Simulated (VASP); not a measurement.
Runs of VASP 6.6.1 on CdTe. The structure is that of space group P4/mmm (No. 123), or close to it. The cells are those of the table. 

```tsv
task	cell	k mesh	cutoff (eV)	gap on the mesh (eV)	pressure (GPa)	relaxed volume (Å³/atom)
relaxation of cell and atoms	relaxed from a = 3.809, b = 3.809, c = 4.992 Å, 2 atoms	4 × 4 × 4	600	none	-0.1	(b)
relaxation of cell and atoms	relaxed from a = 3.341, b = 3.341, c = 4.772 Å, 2 atoms	6 × 6 × 4	600	none	0.0	26.79
single point	a = 3.809, b = 3.809, c = 4.992 Å, 2 atoms	6 × 6 × 4	520	none	-6.1	-
single point	a = 3.612, b = 3.612, c = 4.150 Å, 2 atoms	6 × 6 × 4	520	none	0.3	-
single point	a = 3.341, b = 3.341, c = 4.772 Å, 2 atoms	4 × 4 × 4	520	none	0.1	-
relaxation of cell and atoms	relaxed from a = 3.612, b = 3.612, c = 4.150 Å, 2 atoms	16 × 16 × 14	600	none	0.0	(a)
single point	a = 3.682, b = 3.682, c = 4.005 Å, 2 atoms	16 × 16 × 14	520	none	0.1	-
```

Alike in all rows: level PBE; potentials or basis VASP PAW PBE potentials, release 64 (Cd, Te); no spin polarisation; smearing gaussian 0.1 eV.

**Question.** Estimate the missing entries.

**Answer.** (a) 27.16; (b) 26.72.

Caveats: some runs use coarse meshes; spin-orbit coupling is left out, which moves the levels of the heavy elements; the volume moved by over 15 % at a fixed basis, so the end points are rough (some runs).

A k mesh can miss the band edges, and the runs leave out spin-orbit coupling on Cd, Te.

A gap of «none» marks levels without a gap at the run's occupations.
